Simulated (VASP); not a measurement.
Here is a VASP 6.6.1 calculation.

The input INCAR:

```
SYSTEM = BaRhO3
PREC = Accurate
ENCUT = 520
EDIFF = 1E-6
ISMEAR = 0
SIGMA = 0.1
LREAL = .FALSE.
LASPH = .TRUE.
NELM = 80
ALGO = Normal
ISIF = 2
LWAVE = .FALSE.
LCHARG = .FALSE.
NBANDS = 30
```

Contents of KPOINTS:

```
regular mesh
0
G
  6 6 6
  0 0 0
```

The input POSCAR:

```
BaRhO3
1.0
    4.0250440484      0.0000000000      0.0000000000
    0.0000000000      4.0250440484      0.0000000000
    0.0000000000      0.0000000000      4.0250440484
Ba Rh O
1 1 3
Direct
    0.0000000000      0.0000000000      0.0000000000
    0.5000000000      0.5000000000      0.5000000000
    0.5000000000      0.0000000000      0.5000000000
    0.0000000000      0.5000000000      0.5000000000
    0.5000000000      0.5000000000      0.0000000000
```

Potentials or basis: VASP PAW LDA potentials, release 64 (Ba_sv, Rh_pv, O).

The run is started by

```sh
$ cat potpaw_LDA.64/Ba_sv/POTCAR potpaw_LDA.64/Rh_pv/POTCAR potpaw_LDA.64/O/POTCAR > POTCAR
$ mpirun -np 1 vasp_std > vasp.out
```

Question: Estimate the pressure.

Answer: -7.7 GPa.

Caveat: an odd number of electrons without spin polarisation forces a metal; a magnetic or distorted state may lie lower.
